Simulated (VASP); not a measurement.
# MgO (Pm-3m) in VASP: further runs

Aim: see how the results for MgO move with the level of theory and the settings. Levels: PBE, LDA. Tasks: single point.

Program: VASP 6.6.1. These are calculated values, not measurements. Logs are shortened: lines on timing, memory, paths and dates and some standing lists are left out, and cuts for length are marked.

## (1) The cell of the first run

It takes space group Pm-3m (No. 221, cubic). The conventional cell has a = 2.623 Å, b = 2.623 Å, c = 2.623 Å, α = 90.00°, β = 90.00°, γ = 90.00°. Mg (site symmetry m-3m) has 8 O at 2.27 Å and 6 Mg at 2.62 Å within 3.0 Å. O (site symmetry m-3m) has 8 Mg at 2.27 Å and 6 O at 2.62 Å within 3.0 Å.

## (2) Single point, PBE

INCAR

```
PREC = Accurate
ENCUT = 600
EDIFF = 1E-6
ISMEAR = 0
SIGMA = 0.01
LREAL = False
LASPH = True
NELM = 120
ALGO = Normal
ISIF = 2
LWAVE = False
LCHARG = False
GGA = PE
NBANDS = 11
GGA_COMPAT = False
```

KPOINTS

```
Automatic mesh
0
Gamma
  2 2 2
```

POSCAR

```
MgO
1.0
    2.6233491285      0.0000000000      0.0000000000
    0.0000000000      2.6233491285      0.0000000000
    0.0000000000      0.0000000000      2.6233491285
Mg O
1 1
Direct
    0.0000000000      0.0000000000      0.0000000000
    0.5000000000      0.5000000000      0.5000000000
```

Potentials or basis: VASP PAW PBE potentials, release 64 (Mg, O).

Launch:

```console
> cat potpaw_PBE.64/Mg/POTCAR potpaw_PBE.64/O/POTCAR > POTCAR
> mpirun -np 1 vasp_std > vasp.out
```

OUTCAR:

```text
PREC = Accurate
   ENCUT = 600
   EDIFF = 1E-6
   ISMEAR = 0
   LREAL = False
   LASPH = True
   NELM = 120
   ISIF = 2
   GGA = PE

 ion  position               nearest neighbor table
   1  0.000  0.000  0.000-   2 2.27   2 2.27   2 2.27   2 2.27   2 2.27   2 2.27   2 2.27   2 2.27

   2  0.500  0.500  0.500-   1 2.27   1 2.27   1 2.27   1 2.27   1 2.27   1 2.27   1 2.27   1 2.27

  LATTYP: Found a simple cubic cell.
 ALAT       =     2.6233491285

  Lattice vectors:

 A1 = (   2.6233491285,   0.0000000000,   0.0000000000)
 A2 = (   0.0000000000,   2.6233491285,   0.0000000000)
 A3 = (   0.0000000000,   0.0000000000,   2.6233491285)

Analysis of symmetry for initial positions (statically):
=====================================================================
 Subroutine PRICEL returns:
 Original cell was already a primitive cell.

 Routine SETGRP: Setting up the symmetry group for a
 simple cubic supercell.

 Subroutine GETGRP returns: Found 48 space group operations
 (whereof 48 operations were pure point group operations)
 out of a pool of 48 trial point group operations.

The static configuration has the point symmetry O_h .

Analysis of symmetry for dynamics (positions and initial velocities):
=====================================================================
 Subroutine PRICEL returns:
 Original cell was already a primitive cell.

 Routine SETGRP: Setting up the symmetry group for a
 simple cubic supercell.

 Subroutine GETGRP returns: Found 48 space group operations
 (whereof 48 operations were pure point group operations)
 out of a pool of 48 trial point group operations.

The dynamic configuration has the point symmetry O_h .

 Subroutine INISYM returns: Found 48 space group operations
 (whereof 48 operations are pure point group operations),
 and found     1 'primitive' translations

----------------------------------------------------------------------------------------

                                     Primitive cell

  volume of cell :      18.0538

  direct lattice vectors                    reciprocal lattice vectors
     2.623349129  0.000000000  0.000000000     0.381192114  0.000000000  0.000000000
     0.000000000  2.623349129  0.000000000     0.000000000  0.381192114  0.000000000
     0.000000000  0.000000000  2.623349129     0.000000000  0.000000000  0.381192114

  length of vectors
     2.623349129  2.623349129  2.623349129     0.381192114  0.381192114  0.381192114

  position of ions in fractional coordinates (direct lattice)
     0.000000000  0.000000000  0.000000000
     0.500000000  0.500000000  0.500000000

  ion indices of the primitive-cell ions
   primitive index   ion index
                 1           1
                 2           2

----------------------------------------------------------------------------------------

 KPOINTS: Automatic mesh

Automatic generation of k-mesh.
 Grid dimensions read from file:
 generate k-points for:    2    2    2

 Generating k-lattice:

  Cartesian coordinates                     Fractional coordinates (reciprocal lattice)
     0.190596057  0.000000000  0.000000000     0.500000000  0.000000000  0.000000000
     0.000000000  0.190596057  0.000000000     0.000000000  0.500000000  0.000000000
     0.000000000  0.000000000  0.190596057     0.000000000  0.000000000  0.500000000

  Length of vectors
     0.190596057  0.190596057  0.190596057

  Shift w.r.t. Gamma in fractional coordinates (k-lattice)
     0.000000000  0.000000000  0.000000000

 Subroutine IBZKPT returns following result:
 ===========================================

 Found      4 irreducible k-points:

 Following reciprocal coordinates:
            Coordinates               Weight
  0.000000  0.000000  0.000000      1.000000
  0.500000  0.000000  0.000000      3.000000
  0.500000  0.500000  0.000000      3.000000
  0.500000  0.500000  0.500000      1.000000
   k-points           NKPTS =      4   k-points in BZ     NKDIM =      4   number of bands    NBANDS=     11
   number of dos      NEDOS =    301   number of ions     NIONS =      2
   total plane-waves  NPLWV =  13824
   dimension x,y,z NGX =    24 NGY =   24 NGZ =   24
   dimension x,y,z NGXF=    48 NGYF=   48 NGZF=   48
   ions per type =               1   1
   NGX,Y,Z   is equivalent  to a cutoff of  15.21, 15.21, 15.21 a.u.
   NGXF,Y,Z  is equivalent  to a cutoff of  30.42, 30.42, 30.42 a.u.
 SYSTEM =  unknown system
   PREC   = accura    normal or accurate (medium, high low for compatibility)
   ISTART =      0    job   : 0-new  1-cont  2-samecut
   ICHARG =      2    charge: 1-file 2-atom 10-const
   ISPIN  =      1    spin polarized calculation?
   LNONCOLLINEAR =      F non collinear calculations
   LSORBIT =      F    spin-orbit coupling
   LASPH  =      T    aspherical Exc in radial PAW
   ENCUT  =  600.0 eV  44.10 Ry    6.64 a.u.   5.24  5.24  5.24*2*pi/ulx,y,z
   NELM   =    120;   NELMIN=  2; NELMDL= -5     # of ELM steps
   EDIFF  = 0.1E-05   stopping-criterion for ELM
   LREAL  =      F    real-space projection
   EDIFFG = 0.1E-04   stopping-criterion for IOM
   NSW    =      0    number of steps for IOM
   IBRION =     -1    ionic relax: 0-MD 1-quasi-New 2-CG
   NFREE  =      0    steps in history (QN), initial steepest desc. (CG)
   ISIF   =      2    stress and relaxation
   ISYM   =      2    0-nonsym 1-usesym 2-fastsym
   POTIM  = 0.5000    time-step for ionic-motion
   TEBEG  =    0.0;   TEEND  =   0.0 temperature during run
   PSTRESS=    0.0 pullay stress
   NELECT =       8.0000    total number of electrons
   NUPDOWN=      -1.0000    fix difference up-down
   EMIN   =  10.00;   EMAX   =-10.00  energy-range for DOS
   EFERMI =   0.00;   METHOD = LEGACY
   ISMEAR =     0;   SIGMA  =   0.01  broadening in eV -4-tet -1-fermi 0-gaus
   EFERMI_NEDOS =   21; number of points for ismear=-14 and -15
   IALGO  =     38    algorithm
   IMIX   =      4    mixing-type and parameters
     AMIX     =   0.40;   BMIX     =  1.00
     AMIX_MAG =   1.60;   BMIX_MAG =  1.00
  volume/ion in A,a.u.               =       9.03        60.92
  Fermi-wavevector in a.u.,A,eV,Ry     =   1.248098  2.358563 21.194461  1.557749
  Thomas-Fermi vector in A             =   2.382200
   LORBIT       =      0    0 simple, 1 ext, 2 COOP (PROOUT), +10 PAW based schemes
   GGA     = PE    functional components
   LHFCALC =     F    Hartree Fock is set to
   AEXX    =    0.0000 exact exchange contribution
   IVDW    =     0    specifies the selected vdW correction
   LEPSILON=     F    determine dielectric tensor
   LRPA    =     F    only Hartree local field effects (RPA)
 non-spin polarized calculation
 Gauss-broadening in eV      SIGMA  =   0.01
  energy-cutoff  :      600.00
  volume of cell :       18.05
 maximum number of plane-waves:       624
 NGX is ok and might be reduce to    24
   NGX = 11   NGY = 11   NGZ = 11

 number of electron       8.0000003 magnetization

 Free energy of the ion-electron system (eV)
  ---------------------------------------------------
  ext. energy  EPLUGINS =         0.00000000
  ---------------------------------------------------
  free energy    TOTEN  =        -8.99670514 eV

  energy without entropy =       -8.99670514  energy(sigma->0) =       -8.99670514

 E-fermi :   5.9801     XC(G=0): -11.2528

 val. band max:        5.8992009084   @ k =   0.5000   0.5000   0.0000
 cond. band min:       8.0065551754   @ k =   0.0000   0.0000   0.0000
 fundamental gap:      2.1073542670
 Fermi energy:         5.9801368681

 k-point     1 :       0.0000    0.0000    0.0000
  band No.  band energies     occupation
      1     -12.8609      2.00000
      2       4.7950      2.00000
      3       4.7950      2.00000
      4       4.7950      2.00000
      5       8.0066      0.00000
      6      15.6985      0.00000
      7      15.6985      0.00000
      8      25.7534      0.00000
      9      25.7534      0.00000
     10      25.7534      0.00000
     11      32.7682      0.00000

 k-point     2 :       0.5000    0.0000    0.0000
  band No.  band energies     occupation
      1     -11.5402      2.00000
      2      -1.0767      2.00000
      3       5.2851      2.00000
      4       5.2851      2.00000
      5      12.4456      0.00000
      6      15.1506      0.00000
      7      19.7723      0.00000
      8      22.8194      0.00000
      9      23.3056      0.00000
     10      23.3056      0.00000
     11      29.0376      0.00000

 k-point     3 :       0.5000    0.5000    0.0000
  band No.  band energies     occupation
      1     -10.6050      2.00000
      2       0.8491      2.00000
      3       0.8491      2.00000
      4       5.8992      2.00000
      5      10.1191      0.00000
      6      17.7901      0.00000
      7      17.7901      0.00000
      8      18.7886      0.00000
      9      24.5732      0.00000
     10      24.5732      0.00000
     11      30.2084      0.00000

 k-point     4 :       0.5000    0.5000    0.5000
  band No.  band energies     occupation
      1      -9.6988      2.00000
      2       2.0222      2.00000
      3       2.0222      2.00000
      4       2.0222      2.00000
      5      12.6849      0.00000
      6      12.6849      0.00000
      7      12.6849      0.00000
      8      21.4913      0.00000
      9      24.5290      0.00000
     10      24.5290      0.00000
     11      24.5290      0.00000

------------------------ aborting loop because EDIFF is reached ----------------------------------------

  FORCE on cell =-STRESS in cart. coord.  units (eV):
  Direction    XX          YY          ZZ          XY          YZ          ZX
  --------------------------------------------------------------------------------------
  -------------------------------------------------------------------------------------
  Total        1.2904204      1.2904204      1.2904204      0.0000000      0.0000000     -0.0000000
  in kB      114.5179409    114.5179409    114.5179409      0.0000000      0.0000000     -0.0000000
  external PRESSURE =     114.5179409 kB  Pullay stress =       0.0000000 kB

 VOLUME and BASIS-vectors are now :
 -----------------------------------------------------------------------------
  energy-cutoff  :      600.00
  volume of cell :       18.05
      direct lattice vectors                 reciprocal lattice vectors
     2.623349129  0.000000000  0.000000000     0.381192114  0.000000000  0.000000000
     0.000000000  2.623349129  0.000000000     0.000000000  0.381192114  0.000000000
     0.000000000  0.000000000  2.623349129     0.000000000  0.000000000  0.381192114

 POSITION                                       TOTAL-FORCE (eV/Angst)
 -----------------------------------------------------------------------------------
      0.00000      0.00000      0.00000         0.000000      0.000000      0.000000
      1.31167      1.31167      1.31167         0.000000      0.000000      0.000000
 -----------------------------------------------------------------------------------
    total drift:                                0.000000     -0.000000     -0.000000

  FREE ENERGIE OF THE ION-ELECTRON SYSTEM (eV)
  ---------------------------------------------------
  free  energy   TOTEN  =        -8.9967051366 eV

  energy  without entropy=       -8.9967051366  energy(sigma->0) =       -8.99670514
```

Run time: 2 s. Hardware: 1 thread of Intel Xeon 6975P-C (Granite Rapids), shared host; peak memory 0.13 GiB.

What came out:

```yaml
Free_energy: -8.9967 eV
Pressure: 11.5 GPa
Band_gap_on_the_k_mesh: 2.11 eV, indirect (least direct gap 3.21 eV)
```

Caveat: the k points lie up to 1.20 Å⁻¹ apart. A k mesh can miss the band edges.

[end of part 1 of 2]
